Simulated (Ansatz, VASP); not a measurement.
# One calculation of B4N3, two programs

```
CELL_PARAMETERS angstrom
2.46577 -4.20385 -0.01963
2.46577 4.20385 -0.01963
-1.66134 0.00000 2.88722
ATOMIC_POSITIONS crystal
B 0.05511 0.54829 0.67740
B 0.45171 0.94489 0.32260
B 0.49578 0.50422 0.50000
B 0.00067 0.99933 0.50000
N 0.83208 0.16792 0.50000
N 0.84484 0.68024 0.54243
N 0.31976 0.15516 0.45757
```

Change from the starting cell: the structure that the rattled cell fell into.

Alike in both runs: functional PBE; k mesh 8 × 8 × 10; occupations gaussian, width 0.1 eV; no spin polarisation.

Ansatz relaxed the structure, and its values are those at the end. VASP's run is a single point on that final structure, the one shown.

|  | VASP | Ansatz |
| --- | --- | --- |
| version | VASP 6.6.1 | Ansatz 0.2.0 |
| potentials or method | VASP PAW PBE potentials, release 64 (B, N), cutoff 520 eV | scalar-relativistic, plane waves, PAW |
| valence electrons in the cell | 27 | 27 |

```tsv
	VASP	Ansatz	Ansatz less VASP
gap on the k mesh at the Fermi level (eV)	none	none	-
pressure (GPa)	0.1	0.0	-0.09
rms of the force components (eV/Å)	0.007	0.001	-0.0052
```

A gap of «none» marks a metal or a gap that the smearing closes.
